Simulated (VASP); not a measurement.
Runs of VASP 6.6.1 on K. The structure is that of space group P6_3/mmc (No. 194), or close to it. The cells are those of the table. This isn't the form of K at room conditions, which is bcc.

```csv
task,cell,cutoff (eV),gap on the mesh (eV),pressure (GPa)
single point,"a = 4.506, b = 4.506, c = 7.300 Å, angles 90.0, 90.0, 120.0°, 2 atoms",520,none,(a)
single point,"a = 4.667, b = 4.667, c = 7.561 Å, angles 90.0, 90.0, 120.0°, 2 atoms",520,none,0.0
relaxation of shape and atoms at fixed volume,"relaxed from a = 3.937, b = 3.937, c = 6.377 Å, angles 90.0, 90.0, 120.0°, 2 atoms",600,none,4.8
relaxation of shape and atoms at fixed volume,"relaxed from a = 3.704, b = 3.704, c = 6.001 Å, angles 90.0, 90.0, 120.0°, 2 atoms",600,none,9.0
```

Alike in all rows: level PBEsol; potentials or basis VASP PAW PBE potentials, release 64 (K_sv); no spin polarisation; k mesh 10 × 10 × 5; smearing fermi-dirac 0.05 eV.

Q: Estimate the missing entries.

A: (a) 0.5.

Caveats: the PAW data sets were made with another functional, which shifts forces and pressure a little.

A gap of «none» marks levels without a gap at the run's occupations.
